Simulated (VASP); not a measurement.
# NiO (Fm-3m) in VASP: notebook, part 2 of 2

VASP 6.6.1. Earlier steps stand in the parts before.

**4. Single point, PBE, collinear spin, ferromagnetic start**

This run uses another cell than the first one, of 9.37 Å³/atom.

File INCAR:

```
  PREC = Accurate
  ENCUT = 520
  EDIFF = 1E-6
  ISMEAR = 0
  SIGMA = 0.1
  LREAL = False
  LASPH = True
  NELM = 150
  ALGO = Normal
  ISIF = 2
  LWAVE = False
  LCHARG = False
  ISPIN = 2
  MAGMOM = 1.61 0.33
  LORBIT = 11
  LMAXMIX = 4
  GGA = PE
  NBANDS = 19
```

File KPOINTS:

```
Automatic mesh
0
Gamma
  18 18 18
```

File POSCAR:

```
NiO
1.0
    0.0000000000      2.1081761454      2.1081761454
    2.1081761454      0.0000000000      2.1081761454
    2.1081761454      2.1081761454      0.0000000000
Ni O
1 1
Direct
    0.0000000000      0.0000000000      0.0000000000
    0.5000000000      0.5000000000      0.5000000000
```

Potentials or basis: VASP PAW PBE potentials, release 64 (Ni, O).

Run with:

```
$ cat potpaw_PBE.64/Ni/POTCAR potpaw_PBE.64/O/POTCAR > POTCAR
$ mpirun -np 1 vasp_std > vasp.out
```

OUTCAR:

```text
PREC = Accurate
   ENCUT = 520
   EDIFF = 1E-6
   ISMEAR = 0
   LREAL = False
   LASPH = True
   NELM = 150
   ISIF = 2
   ISPIN = 2
   LORBIT = 11
   GGA = PE

 ion  position               nearest neighbor table
   1  0.000  0.000  0.000-   2 2.11   2 2.11   2 2.11   2 2.11   2 2.11   2 2.11
   2  0.500  0.500  0.500-   1 2.11   1 2.11   1 2.11   1 2.11   1 2.11   1 2.11

  LATTYP: Found a face centered cubic cell.
 ALAT       =     4.2163522908

  Lattice vectors:

 A1 = (   0.0000000000,   2.1081761454,   2.1081761454)
 A2 = (   2.1081761454,   0.0000000000,   2.1081761454)
 A3 = (   2.1081761454,   2.1081761454,   0.0000000000)

[... 1270 lines left out ...]
 VOLUME and BASIS-vectors are now :
 -----------------------------------------------------------------------------
  energy-cutoff  :      520.00
  volume of cell :       18.74
      direct lattice vectors                 reciprocal lattice vectors
     0.000000000  2.108176145  2.108176145    -0.237171833  0.237171833  0.237171833
     2.108176145  0.000000000  2.108176145     0.237171833 -0.237171833  0.237171833
     2.108176145  2.108176145  0.000000000     0.237171833  0.237171833 -0.237171833

 POSITION                                       TOTAL-FORCE (eV/Angst)
 -----------------------------------------------------------------------------------
      0.00000      0.00000      0.00000         0.000000      0.000000      0.000000
      2.10818      2.10818      2.10818        -0.000000     -0.000000     -0.000000
 -----------------------------------------------------------------------------------
    total drift:                                0.000000     -0.000000     -0.000000

  FREE ENERGIE OF THE ION-ELECTRON SYSTEM (eV)
  ---------------------------------------------------
  free  energy   TOTEN  =       -11.4819031069 eV

  energy  without entropy=      -11.4759268659  energy(sigma->0) =      -11.47891499

 total charge

# of ion       s       p       d       tot
------------------------------------------
    1        0.323   0.383   8.227   8.934
    2        1.557   3.409   0.000   4.966
--------------------------------------------------
tot          1.880   3.793   8.227  13.900

 magnetization (x)

# of ion       s       p       d       tot
------------------------------------------
    1        0.011   0.015   1.428   1.454
    2        0.027   0.243   0.000   0.270
--------------------------------------------------
tot          0.038   0.258   1.428   1.724
```

OSZICAR:

```text
N       E                     dE             d eps       ncg     rms          rms(c)
DAV:   1     0.854876116005E+02    0.85488E+02   -0.70752E+03 15836   0.104E+03
DAV:   2    -0.841437076253E+01   -0.93902E+02   -0.81735E+02 15318   0.235E+02
DAV:   3    -0.137403132759E+02   -0.53259E+01   -0.50979E+01 16957   0.567E+01
DAV:   4    -0.137898225890E+02   -0.49509E-01   -0.49432E-01 16409   0.533E+00
DAV:   5    -0.137906105828E+02   -0.78799E-03   -0.78793E-03 16937   0.668E-01    0.150E+01
DAV:   6    -0.127727531920E+02    0.10179E+01   -0.13351E+01 19433   0.614E+01    0.195E+01
DAV:   7    -0.115103233027E+02    0.12624E+01   -0.46177E+00 18891   0.489E+01    0.616E+00
DAV:   8    -0.114824343833E+02    0.27889E-01   -0.23753E-01 19225   0.752E+00    0.384E+00
DAV:   9    -0.114817187002E+02    0.71568E-03   -0.38493E-02 22132   0.348E+00    0.113E+00
DAV:  10    -0.114818444826E+02   -0.12578E-03   -0.63639E-03 15862   0.670E-01    0.327E-01
DAV:  11    -0.114819083465E+02   -0.63864E-04   -0.35507E-04 18121   0.395E-01    0.137E-01
DAV:  12    -0.114818971572E+02    0.11189E-04   -0.37973E-04 20302   0.470E-01    0.496E-02
DAV:  13    -0.114819046968E+02   -0.75396E-05   -0.63664E-05 16894   0.858E-02    0.339E-02
DAV:  14    -0.114819021767E+02    0.25200E-05   -0.14717E-05 19910   0.614E-02    0.776E-03
DAV:  15    -0.114819031069E+02   -0.93017E-06   -0.23525E-06 15215   0.161E-02
   1 F= -.11481903E+02 E0= -.11478915E+02  d E =-.597624E-02  mag=     1.7690
```

It took 47 s on 1 thread of Intel Xeon 6975P-C (Granite Rapids), shared host; peak memory 0.23 GiB.

What came out:

| Quantity | Value |
| --- | --- |
| Free energy | -11.4819 eV |
| Pressure | -0.6 GPa |
| Net moment | 1.77 μB per cell |
| Site moments | Ni +1.45; O +0.27 μB |
| Valence electrons inside the program's atomic spheres | Ni 8.93; O 4.97 |

Caveat: a cell with one magnetic atom can't hold antiferromagnetic order, which such compounds often take; semilocal functionals often make such compounds metallic where correlation or magnetic order opens a gap, which also shifts bond lengths.

**5. Summary**

```csv
cell,gap on the mesh (eV),pressure (GPa),moment (μB)
"a = 2.921 Å, angles 60.0°, 2 atoms",none,11.2,1.59
"a = 2.951 Å, angles 60.0°, 2 atoms",none,4.8,1.69
"a = 2.981 Å, angles 60.0°, 2 atoms",none,-0.6,1.77
```

Alike in all rows: task single point; level PBE; potentials or basis VASP PAW PBE potentials, release 64 (Ni, O); spin collinear, ferromagnetic start; k mesh 18 × 18 × 18; cutoff (eV) 520; smearing gaussian 0.1 eV.

Caveats: a cell with one magnetic atom can't hold antiferromagnetic order, which such compounds often take; semilocal functionals often make such compounds metallic where correlation or magnetic order opens a gap, which also shifts bond lengths; the cell stands under pressure (at least some runs).

Total energies depend on the potentials used, so only differences within one code and one set of settings carry meaning.

**6. Comparison with measurements**

Step 4. Against the measured gap of NiO, 4.3 eV (quoted in “Local correlations, non-local screening, multiplets, and band formation in NiO”, 2012, arxiv:1210.6675), the calculated 0.00 eV is off by -4.30 eV. So large a miss can be the level of theory's own, or it may mean another phase, state or a wrong row. The value is that of PBE on a finite k mesh, which can miss the band edges, without temperature or zero-point motion. Semilocal functionals fall short of measured gaps as a rule. The run's magnetic order (collinear spin, ferromagnetic start) needn't be the measured crystal's.
